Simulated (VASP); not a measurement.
The system is SiNi3.

```xyz
4
Lattice="3.5182 0.0000 0.0000 0.0000 3.5182 0.0000 0.0000 0.0000 3.5182" Properties=species:S:1:pos:R:3 pbc="T T T"
Ni    1.7591    1.7591    0.0000
Ni    1.7591    0.0000    1.7591
Ni    0.0000    1.7591    1.7591
Si    0.0000    0.0000    0.0000
```

Base run:

| Quantity | Value |
| --- | --- |
| Program | VASP 6.6.1 |
| Functional | PBEsol |
| Potentials or basis | VASP PAW PBE potentials, release 64 (Ni, Si) |
| Cutoff | 520 eV |
| k mesh | 8 × 8 × 8 |
| Occupations | fermi-dirac, width 0.05 eV |
| Spin | collinear spin, ferromagnetic start |
| Starting moments | [1.0, 1.0, 1.0, 0.0] μB |

Its results: band gap on the k mesh zero (filled and empty bands overlap); pressure -10.3 GPa; net moment 0.00 μB per cell.

Question: The run is repeated on the same cell with these changes: functional from PBEsol to r2SCAN. What comes out?

Answer: Band gap on the k mesh zero (filled and empty bands overlap); pressure -9.5 GPa; net moment -0.01 μB per cell.

Caveats: the PAW data sets were made with another functional, which shifts forces and pressure a little.
